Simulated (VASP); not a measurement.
Here is a VASP 6.6.1 calculation.

File INCAR:

```
PREC     = Accurate       # precision mode
ENCUT    = 600            # plane-wave cutoff, eV
EDIFF    = 1E-6           # SCF threshold, eV
ISMEAR   = -1             # smearing method
SIGMA    = 0.15           # smearing width, eV
LREAL    = False          # projectors in reciprocal space
LASPH    = True           # aspherical terms in the spheres
NELM     = 100            # most SCF steps
ALGO     = Normal         # electronic algorithm
ISIF     = 3              # what is computed and relaxed
LWAVE    = False          # write WAVECAR
LCHARG   = False          # write CHGCAR
GGA      = PE             # functional
IBRION   = 2              # ionic algorithm
NSW      = 80             # ionic steps
EDIFFG   = -0.001         # ionic threshold
PSTRESS  = 70.0
```

File KPOINTS:

```
Automatic mesh
0
Gamma
  20 20 20
```

File POSCAR:

```
Cu
1.0
    0.0000000000      1.8151656788      1.8151656788
    1.8151656788      0.0000000000      1.8151656788
    1.8151656788      1.8151656788      0.0000000000
Cu
1
Direct
    0.0000000000      0.0000000000      0.0000000000
```

Potentials or basis: VASP PAW PBE potentials, release 64 (Cu).

Launch:

```console
$ cat potpaw_PBE.64/Cu/POTCAR > POTCAR
$ mpirun -np 1 vasp_std > vasp.out
```

(1) Estimate the space group after relaxing (to 0.05 Å).

(2) What does it give for the relaxed cell?

(3) Estimate the relaxed volume.

Results:

(1) Fm-3m (No. 225).

(2) a = 2.532 Å, b = 2.532 Å, c = 2.532 Å, α = 60.00°, β = 60.00°, γ = 60.00°.

(3) 11.48 Å³/atom.

Caveat: the cell is relaxed towards a set pressure, so the enthalpy falls and the energy may rise.
